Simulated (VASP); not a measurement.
# Al in VASP: notebook

Runs on Al. Level: PBEsol. Tasks: single point.

Everything below comes from runs of VASP 6.6.1. Logs are shortened: lines on timing, memory, paths and dates and some standing lists are left out, and cuts for length are marked.

## 1. The cell of the first run

It takes space group Fm-3m (No. 225, cubic). Conventional cell: a = 4.076 Å, b = 4.076 Å, c = 4.076 Å, α = 90.00°, β = 90.00°, γ = 90.00°. Within 3.8 Å of Al (site symmetry m-3m) lie 12 Al at 2.88 Å.

## 2. Single point, PBEsol (volume scaled by 1.02)

Input file INCAR:

```
SYSTEM = Al
ALGO = Fast
EDIFF = 1E-7
ENCUT = 520
GGA = PS
ISIF = 2
ISMEAR = -1
LASPH = .True.
LCHARG = .False.
LREAL = .False.
LWAVE = .False.
NBANDS = 8
NELM = 100
PREC = Accurate
SIGMA = 0.05
```

Input file KPOINTS:

```
k-points
0
Gamma
  11 11 11
  0 0 0
```

Input file POSCAR:

```
Al
1.0
    0.0000000000      2.0382146954      2.0382146954
    2.0382146954      0.0000000000      2.0382146954
    2.0382146954      2.0382146954      0.0000000000
Al
1
Direct
    0.0000000000      0.0000000000      0.0000000000
```

Potentials or basis: VASP PAW PBE potentials, release 64 (Al).

The run is started by

```bash
$ cat potpaw_PBE.64/Al/POTCAR > POTCAR
$ mpirun -np 1 vasp_std > vasp.out
```

OUTCAR:

```text
SYSTEM = Al
   EDIFF = 1E-7
   ENCUT = 520
   GGA = PS
   ISIF = 2
   ISMEAR = -1
   LASPH = .True.
   LREAL = .False.
   NELM = 100
   PREC = Accurate

 ion  position               nearest neighbor table
   1  0.000  0.000  0.000-

  LATTYP: Found a face centered cubic cell.
 ALAT       =     4.0764293908

  Lattice vectors:

 A1 = (   0.0000000000,   2.0382146954,   2.0382146954)
 A2 = (   2.0382146954,   0.0000000000,   2.0382146954)
 A3 = (   2.0382146954,   2.0382146954,   0.0000000000)

Analysis of symmetry for initial positions (statically):
=====================================================================
 Subroutine PRICEL returns:
 Original cell was already a primitive cell.

 Routine SETGRP: Setting up the symmetry group for a
 face centered cubic supercell.

 Subroutine GETGRP returns: Found 48 space group operations
[... 9 lines left out ...]

 Routine SETGRP: Setting up the symmetry group for a
 face centered cubic supercell.

 Subroutine GETGRP returns: Found 48 space group operations
 (whereof 48 operations were pure point group operations)
 out of a pool of 48 trial point group operations.

The dynamic configuration has the point symmetry O_h .

 Subroutine INISYM returns: Found 48 space group operations
 (whereof 48 operations are pure point group operations),
 and found     1 'primitive' translations

----------------------------------------------------------------------------------------

                                     Primitive cell

  volume of cell :      16.9348

  direct lattice vectors                    reciprocal lattice vectors
     0.000000000  2.038214695  2.038214695    -0.245312724  0.245312724  0.245312724
     2.038214695  0.000000000  2.038214695     0.245312724 -0.245312724  0.245312724
     2.038214695  2.038214695  0.000000000     0.245312724  0.245312724 -0.245312724

  length of vectors
     2.882470865  2.882470865  2.882470865     0.424894103  0.424894103  0.424894103

  position of ions in fractional coordinates (direct lattice)
     0.000000000  0.000000000  0.000000000

  ion indices of the primitive-cell ions
   primitive index   ion index
                 1           1

----------------------------------------------------------------------------------------

 KPOINTS: k-points

Automatic generation of k-mesh.
 Grid dimensions read from file:
 generate k-points for:   11   11   11

 Generating k-lattice:

  Cartesian coordinates                     Fractional coordinates (reciprocal lattice)
    -0.022301157  0.022301157  0.022301157     0.090909091  0.000000000  0.000000000
     0.022301157 -0.022301157  0.022301157     0.000000000  0.090909091  0.000000000
     0.022301157  0.022301157 -0.022301157     0.000000000  0.000000000  0.090909091

  Length of vectors
     0.038626737  0.038626737  0.038626737

  Shift w.r.t. Gamma in fractional coordinates (k-lattice)
     0.000000000  0.000000000  0.000000000

 Subroutine IBZKPT returns following result:
 ===========================================

 Found     56 irreducible k-points:

 Following reciprocal coordinates:
            Coordinates               Weight
  0.000000  0.000000  0.000000      1.000000
  0.090909  0.000000  0.000000      8.000000
  0.181818  0.000000  0.000000      8.000000
  0.272727  0.000000  0.000000      8.000000
  0.363636  0.000000  0.000000      8.000000
  0.454545  0.000000  0.000000      8.000000
[... 16 lines left out ...]
 -0.272727  0.181818  0.000000     24.000000
 -0.181818  0.181818  0.000000     12.000000
 [... further k-points ...]
   k-points           NKPTS =     56   k-points in BZ     NKDIM =     56   number of bands    NBANDS=      8
   number of dos      NEDOS =    301   number of ions     NIONS =      1
   total plane-waves  NPLWV =  13824
   dimension x,y,z NGX =    24 NGY =   24 NGZ =   24
   dimension x,y,z NGXF=    48 NGYF=   48 NGZF=   48
   ions per type =               1
   NGX,Y,Z   is equivalent  to a cutoff of  13.84, 13.84, 13.84 a.u.
   NGXF,Y,Z  is equivalent  to a cutoff of  27.68, 27.68, 27.68 a.u.
 SYSTEM =  Al
   PREC   = accura    normal or accurate (medium, high low for compatibility)
   ISTART =      0    job   : 0-new  1-cont  2-samecut
   ICHARG =      2    charge: 1-file 2-atom 10-const
   ISPIN  =      1    spin polarized calculation?
   LNONCOLLINEAR =      F non collinear calculations
   LSORBIT =      F    spin-orbit coupling
   LASPH  =      T    aspherical Exc in radial PAW
   ENCUT  =  520.0 eV  38.22 Ry    6.18 a.u.   5.36  5.36  5.36*2*pi/ulx,y,z
   NELM   =    100;   NELMIN=  2; NELMDL= -5     # of ELM steps
   EDIFF  = 0.1E-06   stopping-criterion for ELM
   LREAL  =      F    real-space projection
   EDIFFG = 0.1E-05   stopping-criterion for IOM
   NSW    =      0    number of steps for IOM
   IBRION =     -1    ionic relax: 0-MD 1-quasi-New 2-CG
   NFREE  =      0    steps in history (QN), initial steepest desc. (CG)
   ISIF   =      2    stress and relaxation
   ISYM   =      2    0-nonsym 1-usesym 2-fastsym
   POTIM  = 0.5000    time-step for ionic-motion
   TEBEG  =    0.0;   TEEND  =   0.0 temperature during run
   PSTRESS=    0.0 pullay stress
   NELECT =       3.0000    total number of electrons
   NUPDOWN=      -1.0000    fix difference up-down
   EMIN   =  10.00;   EMAX   =-10.00  energy-range for DOS
   EFERMI =   0.00;   METHOD = LEGACY
   ISMEAR =    -1;   SIGMA  =   0.05  broadening in eV -4-tet -1-fermi 0-gaus
   EFERMI_NEDOS =   21; number of points for ismear=-14 and -15
   IALGO  =     68    algorithm
   IMIX   =      4    mixing-type and parameters
     AMIX     =   0.40;   BMIX     =  1.00
     AMIX_MAG =   1.60;   BMIX_MAG =  1.00
  volume/ion in A,a.u.               =      16.93       114.28
  Fermi-wavevector in a.u.,A,eV,Ry     =   0.919437  1.737484 11.501882  0.845364
  Thomas-Fermi vector in A             =   2.044631
   LORBIT       =      0    0 simple, 1 ext, 2 COOP (PROOUT), +10 PAW based schemes
   GGA     = PS    functional components
   LHFCALC =     F    Hartree Fock is set to
   AEXX    =    0.0000 exact exchange contribution
   IVDW    =     0    specifies the selected vdW correction
   LEPSILON=     F    determine dielectric tensor
   LRPA    =     F    only Hartree local field effects (RPA)
 non-spin polarized calculation
 RMM-DIIS sequential band-by-band and
  energy-cutoff  :      520.00
  volume of cell :       16.93
 maximum number of plane-waves:       470
 NGX is ok and might be reduce to    24
   NGX = 11   NGY = 11   NGZ = 11

 number of electron       3.0000000 magnetization

 Free energy of the ion-electron system (eV)
  ---------------------------------------------------
  ext. energy  EPLUGINS =         0.00000000
  ---------------------------------------------------
  free energy    TOTEN  =        -4.09417665 eV

  energy without entropy =       -4.09013895  energy(sigma->0) =       -4.09215780

 E-fermi :   7.6936     XC(G=0): -10.1625

 val. band max:        7.6903259731   @ k =  -0.4545   0.3636   0.0000
 cond. band min:       7.7127631158   @ k =   0.4545   0.1818   0.0909
 fundamental gap:      0.0224371427
 Fermi energy:         7.6936478291

 k-point     1 :       0.0000    0.0000    0.0000
  band No.  band energies     occupation
      1      -3.2698      2.00000
      2      20.1347      0.00000
      3      20.1347      0.00000
      4      20.1347      0.00000
      5      21.4319      0.00000
      6      21.4319      0.00000
      7      21.4319      0.00000
      8      23.9768      0.00000

 k-point     2 :       0.0909    0.0000    0.0000
  band No.  band energies     occupation
      1      -3.0491      2.00000
      2      17.2220      0.00000
      3      19.4597      0.00000
      4      19.4597      0.00000
      5      22.1647      0.00000
      6      22.4360      0.00000
      7      22.4360      0.00000
      8      25.6893      0.00000

 k-point     3 :       0.1818    0.0000    0.0000
  band No.  band energies     occupation
      1      -2.3892      2.00000
      2      13.6249      0.00000
      3      18.7226      0.00000
      4      18.7226      0.00000
      5      21.9556      0.00000
      6      23.2644      0.00000
      7      23.2644      0.00000
      8      24.8147      0.00000

 k-point     4 :       0.2727    0.0000    0.0000
  band No.  band energies     occupation
      1      -1.2958      2.00000
      2      10.2453      0.00000
      3      18.3139      0.00000
      4      18.3139      0.00000
      5      21.7543      0.00000
      6      21.7718      0.00000
      7      21.7718      0.00000
      8      25.7273      0.00000

 k-point     5 :       0.3636    0.0000    0.0000
  band No.  band energies     occupation
      1       0.2213      2.00000
      2       7.1836      1.99993
      3      18.2674      0.00000
      4      18.2674      0.00000
      5      20.3668      0.00000
      6      20.3668      0.00000
      7      21.8287      0.00000
      8      24.2583      0.00000

 k-point     6 :       0.4545    0.0000    0.0000
  band No.  band energies     occupation
      1       2.1487      2.00000
      2       4.4796      2.00000
      3      18.5846      0.00000
      4      18.5846      0.00000
      5      19.3096      0.00000
      6      19.3096      0.00000
      7      22.2649      0.00000
      8      23.0823      0.00000

 k-point     7 :       0.0909    0.0909    0.0000
  band No.  band energies     occupation
      1      -2.9756      2.00000
      2      18.2033      0.00000
      3      18.2033      0.00000
      4      18.5630      0.00000
      5      20.7747      0.00000
      6      23.7854      0.00000
      7      23.7854      0.00000
      8      23.8066      0.00000

 k-point     8 :       0.1818    0.0909    0.0000
  band No.  band energies     occupation
      1      -2.4623      2.00000
      2      14.9319      0.00000
      3      17.2850      0.00000
      4      18.6358      0.00000
      5      21.1089      0.00000
      6      21.8438      0.00000
      7      24.1898      0.00000
      8      25.1595      0.00000

 k-point     9 :       0.2727    0.0909    0.0000
  band No.  band energies     occupation
      1      -1.5138      2.00000
      2      11.5017      0.00000
      3      16.7339      0.00000
      4      18.2871      0.00000
      5      19.5592      0.00000
      6      23.2623      0.00000
      7      24.1487      0.00000
      8      24.2302      0.00000

 k-point    10 :       0.3636    0.0909    0.0000
  band No.  band energies     occupation
      1      -0.1386      2.00000
      2       8.3425      0.00000
      3      16.5558      0.00000
      4      17.9650      0.00000
      5      18.1659      0.00000
      6      22.7981      0.00000
      7      23.8630      0.00000
      8      25.5328      0.00000
[... 78 lines left out ...]
 k-point    18 :       0.2727    0.1818    0.0000
  band No.  band energies     occupation
      1      -1.2958      2.00000
      2      13.0745      0.00000
      3      15.5345      0.00000
      4      16.8664      0.00000
      5      17.0690      0.00000
      6      19.9885      0.00000
      7      26.8690      0.00000
      8      27.5452      0.00000

 k-point    19 :       0.3636    0.1818    0.0000
  band No.  band energies     occupation
      1      -0.0669      2.00000
      2       9.8769      0.00000
      3      15.2257      0.00000
      4      15.2432      0.00000
      5      16.8680      0.00000
      6      22.0982      0.00000
      7      25.5435      0.00000
      8      27.5673      0.00000

 k-point    20 :       0.4545    0.1818    0.0000
  band No.  band energies     occupation
      1       1.5787      2.00000
      2       6.9662      2.00000
      3      13.8533      0.00000
      4      15.2941      0.00000
      5      17.0166      0.00000
      6      24.3324      0.00000
      7      24.6028      0.00000
      8      27.4239      0.00000

 k-point    21 :      -0.4545    0.1818    0.0000
  band No.  band energies     occupation
      1       3.6177      2.00000
      2       4.4144      2.00000
      3      12.8568      0.00000
      4      15.7399      0.00000
      5      17.5352      0.00000
      6      23.4253      0.00000
      7      25.8391      0.00000
      8      28.2289      0.00000

 k-point    22 :      -0.3636    0.1818    0.0000
  band No.  band energies     occupation
      1       2.2188      2.00000
      2       6.0594      2.00000
      3      12.2697      0.00000
      4      16.5628      0.00000
      5      18.4433      0.00000
      6      22.8668      0.00000
      7      25.4297      0.00000
      8      28.3489      0.00000

 k-point    23 :      -0.2727    0.1818    0.0000
  band No.  band energies     occupation
      1       0.4365      2.00000
      2       8.8131      0.00000
      3      12.1292      0.00000
      4      17.7588      0.00000
      5      19.7246      0.00000
      6      22.6546      0.00000
      7      24.9940      0.00000
      8      25.5215      0.00000

 k-point    24 :      -0.1818    0.1818    0.0000
  band No.  band energies     occupation
      1      -0.9332      2.00000
      2      11.4644      0.00000
      3      12.8324      0.00000
      4      19.3101      0.00000
      5      21.3251      0.00000
      6      22.4111      0.00000
      7      23.4154      0.00000
      8      24.3713      0.00000

 [... further k-points ...]
[... 5 lines left out ...]
  --------------------------------------------------------------------------------------
  -------------------------------------------------------------------------------------
  Total       -0.3482513     -0.3482513     -0.3482513     -0.0000000     -0.0000000     -0.0000000
  in kB      -32.9475822    -32.9475822    -32.9475822     -0.0000000     -0.0000000     -0.0000000
  external PRESSURE =     -32.9475822 kB  Pullay stress =       0.0000000 kB

 VOLUME and BASIS-vectors are now :
 -----------------------------------------------------------------------------
  energy-cutoff  :      520.00
  volume of cell :       16.93
      direct lattice vectors                 reciprocal lattice vectors
     0.000000000  2.038214695  2.038214695    -0.245312724  0.245312724  0.245312724
     2.038214695  0.000000000  2.038214695     0.245312724 -0.245312724  0.245312724
     2.038214695  2.038214695  0.000000000     0.245312724  0.245312724 -0.245312724

 POSITION                                       TOTAL-FORCE (eV/Angst)
 -----------------------------------------------------------------------------------
      0.00000      0.00000      0.00000         0.000000      0.000000      0.000000
 -----------------------------------------------------------------------------------
    total drift:                                0.000000     -0.000000     -0.000000

  FREE ENERGIE OF THE ION-ELECTRON SYSTEM (eV)
  ---------------------------------------------------
  free  energy   TOTEN  =        -4.0941766484 eV

  energy  without entropy=       -4.0901389547  energy(sigma->0) =       -4.09215780
```

Wall time 3.6 s (1 thread of Intel Xeon Platinum 8481C at 2.70GHz (Sapphire Rapids), shared host); peak memory 0.13 GiB.

Results:

| Quantity | Value |
| --- | --- |
| Free energy | -4.0942 eV |
| Pressure | -3.3 GPa |

Levels at points of the mesh, in eV from the Fermi level:
| k point | band 1 | band 2 | band 3 | band 4 | band 5 | band 6 |
| --- | --- | --- | --- | --- | --- | --- |
| (0.00, 0.00, 0.00) | -10.96 | 12.44 | 12.44 | 12.44 | 13.74 | 13.74 |

Caveat: the PAW data sets were made with another functional, which shifts forces and pressure a little.

## 3. Single point, PBEsol (volume scaled by 1.04)

Input file INCAR:

```
SYSTEM = Al
PREC     = Accurate       ! precision mode
ENCUT    = 520            ! plane-wave cutoff, eV
EDIFF    = 1E-6           ! SCF threshold, eV
ISMEAR   = -1             ! smearing method
SIGMA    = 0.05           ! smearing width, eV
LREAL    = .FALSE.        ! projectors in reciprocal space
LASPH    = .TRUE.         ! aspherical terms in the spheres
NELM     = 60             ! most SCF steps
ALGO     = Fast           ! electronic algorithm
ISIF     = 2              ! what is computed and relaxed
LWAVE    = .FALSE.        ! write WAVECAR
LCHARG   = .TRUE.         ! write CHGCAR
GGA      = PS             ! functional
LELF     = .TRUE.         ! ELF
LVHAR    = .TRUE.       
NBANDS   = 8              ! bands
```

Input file KPOINTS:

```
regular mesh
0
G
  11 11 11
  0 0 0
```

Input file POSCAR:

```
Al
1.0
    0.0000000000      2.0514502267      2.0514502267
    2.0514502267      0.0000000000      2.0514502267
    2.0514502267      2.0514502267      0.0000000000
Al
1
Direct
    0.0000000000      0.0000000000      0.0000000000
```

Potentials or basis: VASP PAW PBE potentials, release 64 (Al).

The run is started by

```bash
$ cat potpaw_PBE.64/Al/POTCAR > POTCAR
$ mpirun -np 1 vasp_std > vasp.out
```

Wall time 3.5 s (1 thread of Intel Xeon Platinum 8481C at 2.70GHz (Sapphire Rapids), shared host); peak memory 0.13 GiB.

Results (log left out):

| Property | Result |
| --- | --- |
| Free energy | -4.0860 eV |
| Pressure | -4.6 GPa |

Levels at points of the mesh, in eV from the Fermi level:
```tsv
k point	band 1	band 2	band 3	band 4	band 5	band 6
(0.00, 0.00, 0.00)	-10.83	12.33	12.33	12.33	13.49	13.49
```

Caveat: the PAW data sets were made with another functional, which shifts forces and pressure a little.

## 4. Single point, PBEsol (volume scaled by 1.06)

Input file INCAR:

```
SYSTEM = Al
ALGO = Normal
EDIFF = 1E-7
ENCUT = 520
GGA = PS
ISIF = 2
ISMEAR = -1
LASPH = .TRUE.
LCHARG = .TRUE.
LELF = .TRUE.
LREAL = .FALSE.
LVHAR = .TRUE.
LWAVE = .FALSE.
NBANDS = 8
NELM = 60
PREC = Accurate
SIGMA = 0.05
```

Input file KPOINTS:

```
k-points
0
G
  11 11 11
  0 0 0
```

Input file POSCAR:

```
Al
1.0
    0.0000000000      2.0645171409      2.0645171409
    2.0645171409      0.0000000000      2.0645171409
    2.0645171409      2.0645171409      0.0000000000
Al
1
Direct
    0.0000000000      0.0000000000      0.0000000000
```

The run is started by

```bash
$ cat potpaw_PBE.64/Al/POTCAR > POTCAR
$ mpirun -np 1 vasp_std > vasp.out
```

Wall time 3.7 s (1 thread of Intel Xeon Platinum 8481C at 2.70GHz (Sapphire Rapids), shared host); peak memory 0.13 GiB.

The run converged. Its results:

| Item | Value |
| --- | --- |
| Free energy | -4.0754 eV |
| Pressure | -5.7 GPa |

Levels at points of the mesh, in eV from the Fermi level:
| k point | band 1 | band 2 | band 3 | band 4 | band 5 | band 6 |
| --- | --- | --- | --- | --- | --- | --- |
| (0.00, 0.00, 0.00) | -10.71 | 12.23 | 12.23 | 12.23 | 13.25 | 13.25 |

Caveat: the PAW data sets were made with another functional, which shifts forces and pressure a little.

## 5. Single point, PBEsol (the cell strained at random)

Input file INCAR:

```
SYSTEM = Al
  ALGO = Normal
  EDIFF = 1E-7
  ENCUT = 520
  GGA = PS
  ISIF = 2
  ISMEAR = -1
  LASPH = .TRUE.
  LCHARG = .TRUE.
  LELF = .TRUE.
  LREAL = .FALSE.
  LVHAR = .TRUE.
  LWAVE = .FALSE.
  NBANDS = 8
  NELM = 80
  PREC = Accurate
  SIGMA = 0.05
```

KPOINTS is that of step 4.

Input file POSCAR:

```
Al
1.0
    0.0478940000      1.9691420000      2.0268530000
    2.0432560000     -0.0083540000      2.0831010000
    2.0405820000      2.0227150000     -0.0056790000
Al
1
Direct
    0.0059780000     -0.0131190000      0.0211680000
```

The run is started by

```bash
$ cat potpaw_PBE.64/Al/POTCAR > POTCAR
$ mpirun -np 1 vasp_std > vasp.out
```

It took 29 s on 1 thread of Intel Xeon Platinum 8481C at 2.70GHz (Sapphire Rapids), shared host; peak memory 0.18 GiB.

Results (log left out):

```
Free energy : -4.0943 eV
Pressure    : -1.7 GPa
```

Stress tensor (GPa, compression positive):
```
-0.79 -0.72 -1.15
-0.72 -0.89  1.51
-1.15  1.51 -3.35
```

Levels at points of the mesh, in eV from the Fermi level:
```csv
k point,band 1,band 2,band 3,band 4
"(0.00, 0.00, 0.00)",-11.12,11.98,12.25,13.34
```

Caveat: the cell differs from its parent crystal (the cell strained at random); the PAW data sets were made with another functional, which shifts forces and pressure a little.

## 6. The runs side by side

| cell | gap on the mesh (eV) | pressure (GPa) |
| --- | --- | --- |
| a = 2.882 Å, angles 60.0°, 1 atom | none | -3.3 |
| a = 2.901 Å, angles 60.0°, 1 atom | none | -4.6 |
| a = 2.920 Å, angles 60.0°, 1 atom | none | -5.7 |
| a = 2.826, b = 2.918, c = 2.873 Å, angles 60.4, 59.9, 58.5°, 1 atom | none | -1.7 |

Alike in all rows: task single point; level PBEsol; potentials or basis VASP PAW PBE potentials, release 64 (Al); no spin polarisation; k mesh 11 × 11 × 11; cutoff (eV) 520; smearing fermi-dirac 0.05 eV.

Caveats: the PAW data sets were made with another functional, which shifts forces and pressure a little.

Absolute energies hang on the potentials; compare differences alone.
